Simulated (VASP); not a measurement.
Crystal: TaSi2.

```
Ta Si
1.0
     4.78000    0.00000    0.00000
    -2.39000    4.13960    0.00000
     0.00000    0.00000    6.56400
Ta Si
3 6
Direct
  0.00000 0.50000 0.16667
  0.50000 0.50000 0.83333
  0.50000 0.00000 0.50000
  0.33330 0.16665 0.16667
  0.16665 0.83335 0.83333
  0.83335 0.66670 0.50000
  0.66670 0.83335 0.16667
  0.83335 0.16665 0.83333
  0.16665 0.33330 0.50000
```

```yaml
Program: VASP 6.6.1
Task: relaxation of cell and atoms
Functional: PBEsol
Potentials_or_basis: VASP PAW PBE potentials, release 64 (Ta_pv, Si)
Cutoff: 600 eV
k_mesh: 7 × 7 × 4
Occupations: fermi-dirac, width 0.05 eV
Spin: no spin polarisation
```

At the start: pressure -0.9 GPa; volume 14.43 Å³/atom.

How do energy, volume and symmetry change on relaxing?

Over 7 steps the energy falls by 16.1 meV/atom and the volume is 14.31 Å³/atom (-0.8 %); space group P6_222 (No. 180, to 0.05 Å).

Step by step:
```
step  energy change (eV)  largest force (eV/Å)  pressure (GPa)  volume (Å³)
   1              0.0000                0.7509           -0.95       129.88
   2             -0.1202                0.2964            0.79       128.28
   3             -0.1259                0.1568            1.35       127.85
   4             -0.1400                0.0782           -1.35       129.74
   5             -0.1437                0.0061           -0.53       129.14
   6             -0.1432                0.0099            0.69       128.45
   7             -0.1451                0.0079            0.02       128.83
```

Final structure:
```xyz
9
Lattice="4.7585 0.0000 0.0000 -2.3792 4.1209 0.0000 0.0000 0.0000 6.5699" Properties=species:S:1:pos:R:3 pbc="T T T"
Ta   -1.1896    2.0605    1.0950
Ta    1.1896    2.0605    5.4749
Ta    2.3792    0.0000    3.2849
Si    1.1385    0.6573    1.0950
Si   -1.2407    3.4636    5.4749
Si    2.3792    2.8063    3.2849
Si    1.2407    3.4636    1.0950
Si    3.6199    0.6573    5.4749
Si    0.0000    1.3146    3.2849
```

Caveat: the PAW data sets were made with another functional, which shifts forces and pressure a little.
